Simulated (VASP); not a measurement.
As4S:

```xyz
5
Lattice="-3.0496 3.0496 3.0496 3.0496 -3.0496 3.0496 3.0496 3.0496 -3.0496" Properties=species:S:1:pos:R:3 pbc="T T T"
As    1.5248    1.5248    1.5248
As   -1.5248    1.5248    1.5248
As    1.5248    1.5248   -1.5248
As    1.5248   -1.5248    1.5248
S     0.0000    0.0000    0.0000
```

The cell was built from a structure type or drawn by symmetry, and may not be a known phase.

* Program: VASP 6.6.1
* Task: relaxation of cell and atoms
* Functional: PBE
* Potentials or basis: VASP PAW PBE potentials, release 64 (As, S)
* Cutoff: 600 eV
* k mesh: 10 × 10 × 10
* Occupations: gaussian, width 0.1 eV
* Spin: no spin polarisation

At the start: pressure -2.9 GPa; volume 22.69 Å³/atom.

Question: Where does the relaxation end?

Answer: Over 3 steps the energy falls by 10.4 meV/atom and the volume is 21.61 Å³/atom (-4.8 %); space group Im-3m (No. 229, to 0.1 Å) before and after.

Step by step:
```tsv
step	energy change (eV)	largest force (eV/Å)	pressure (GPa)	volume (Å³)
1	0.0000	0.0000	-2.95	113.44
2	-0.0484	0.0000	0.85	106.73
3	-0.0518	0.0000	0.01	108.04
```

Final structure:
```cif
data_structure
_symmetry_space_group_name_H-M 'P 1'
_symmetry_Int_Tables_number 1
_cell_length_a 5.1968
_cell_length_b 5.1968
_cell_length_c 5.1968
_cell_angle_alpha 109.471
_cell_angle_beta 109.471
_cell_angle_gamma 109.471
_cell_volume 108.04
loop_
_atom_site_label
_atom_site_type_symbol
_atom_site_fract_x
_atom_site_fract_y
_atom_site_fract_z
_atom_site_occupancy
As1 As 0.50000 0.50000 0.50000 1
As2 As 0.50000 0.00000 0.00000 1
As3 As 0.00000 0.00000 0.50000 1
As4 As 0.00000 0.50000 0.00000 1
S1 S 0.00000 0.00000 0.00000 1
```
